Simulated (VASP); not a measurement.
Input of a VASP 6.6.1 run:

File INCAR:

```
SYSTEM = Y3GaC
ALGO = Normal ; EDIFF = 1E-6
ENCUT = 520 ; ISIF = 2
ISMEAR = 0 ; LASPH = .True.
LCHARG = .False. ; LREAL = .False.
LWAVE = .False. ; NBANDS = 33
NELM = 80 ; PREC = Accurate
SIGMA = 0.1
```

The input KPOINTS:

```
k-points
0
Gamma
  6 6 6
  0 0 0
```

The input POSCAR:

```
Y3GaC
1.0
    4.8542860000      0.0000000000      0.0000000000
    0.0000000000      4.8542860000      0.0000000000
    0.0000000000      0.0000000000      4.8542860000
Y Ga C
3 1 1
Direct
    0.5000000000      0.0000000000      0.5000000000
    0.5000000000      0.5000000000      0.0000000000
    0.0000000000      0.5000000000      0.5000000000
    0.0000000000      0.0000000000      0.0000000000
    0.5000000000      0.5000000000      0.5000000000
```

Potentials or basis: VASP PAW LDA potentials, release 64 (Y_sv, Ga_d, C).

Run with:

```console
$ cat potpaw_LDA.64/Y_sv/POTCAR potpaw_LDA.64/Ga_d/POTCAR potpaw_LDA.64/C/POTCAR > POTCAR
$ mpirun -np 1 vasp_std > vasp.out
```

Question: Predict the band gap on the k mesh.

Answer: Zero (band 25 reaches 3.27 eV, above the bottom of band 26 at 3.26 eV).

Question: Predict the pressure.

Answer: -4.5 GPa.
